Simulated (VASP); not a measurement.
Wanted: the native input for a VASP 6.6.1 run.

```yaml
Task: single point
Functional: PBE
Dispersion: D3(BJ)
Potentials_or_basis: VASP PAW PBE potentials, release 64 (Si, Al)
Cutoff: 520 eV
k_mesh: 2 × 2 × 2
Occupations: fermi-dirac, width 0.05 eV
Spin: collinear spin
Starting_moments: "[0.0, 0.0, 0.0, 0.0, 0.0, 0.0, 0.0, 0.0, 0.0, 0.0, 0.0, 0.0, 0.0, 0.0, 0.0, 0.0, 1.0] μB"
Dipole_correction: no
Further_INCAR_settings: LREAL = Auto; ALGO = Normal; EDIFF = 1e-06; NBANDS = 52
```

The structure of AlSi16 (a cell with a defect) lies in POSCAR:

```
AlSi16
1.0
    0.0000000000      5.4300000000      5.4300000000
    5.4300000000      0.0000000000      5.4300000000
    5.4300000000      5.4300000000      0.0000000000
Si Al
16 1
Direct
   -0.0176335175     -0.0024401473      0.0035082873
    0.1406721915      0.0863627993      0.1219797422
   -0.0405064457      0.0457182320      0.4974677716
    0.0958011050      0.1370349908      0.6277348066
    0.0188489871      0.4925690608     -0.0208195212
    0.1406537753      0.6147237569      0.1131952118
    0.0202670350      0.5043738490      0.4984438306
    0.1143554328      0.6872283610      0.6154235727
    0.5176151013      0.0198250460     -0.0266574586
    0.6256906077      0.1305893186      0.1254327808
    0.4705064457     -0.0406721915      0.4933057090
    0.5942633517      0.1330294659      0.5980386740
    0.4864732965      0.5042081031      0.0622928177
    0.6158103131      0.6605248619      0.1661602210
    0.4697605893      0.4967955801      0.5164272560
    0.5955709024      0.5844475138      0.6745580110
    0.7182136280      0.7554511971      0.7456906077
```

The input as run:

INCAR

```
PREC = Accurate ; ENCUT = 520
EDIFF = 1E-6 ; ISMEAR = -1
SIGMA = 0.05 ; LREAL = Auto
LASPH = True ; NELM = 150
ALGO = Normal ; ISIF = 2
LWAVE = False ; LCHARG = False
ISPIN = 2 ; MAGMOM = 0 0 0 0 0 0 0 0 0 0 0 0 0 0 0 0 1
LORBIT = 11 ; GGA = PE
IVDW = 12 ; NBANDS = 52
```

KPOINTS

```
Automatic mesh
0
Gamma
  2 2 2
```

Potentials or basis: VASP PAW PBE potentials, release 64 (Si, Al).

The run is started by

```sh
$ cat potpaw_PBE.64/Si/POTCAR potpaw_PBE.64/Al/POTCAR > POTCAR
$ mpirun -np 1 vasp_std > vasp.out
```

It gave:

- Pressure: 1.4 GPa
- Largest force: 2.037 eV/Å
- Net moment: 0.00 μB per cell
- Valence electrons inside the program's atomic spheres: Si 1.71, 1.65, 1.70, 1.62, 1.69, 1.68, 1.64, 1.67, 1.72 (each value once); Al 0.83
- Dispersion energy per atom: -0.330 eV

Caveat: the k points lie up to 0.50 Å⁻¹ apart; the atoms stand as in a frame of molecular dynamics.

Run time: 17 min on 1 thread of Oxide Virtual Turin-like Processor, with other jobs on the host, peak memory 0.67 GiB.
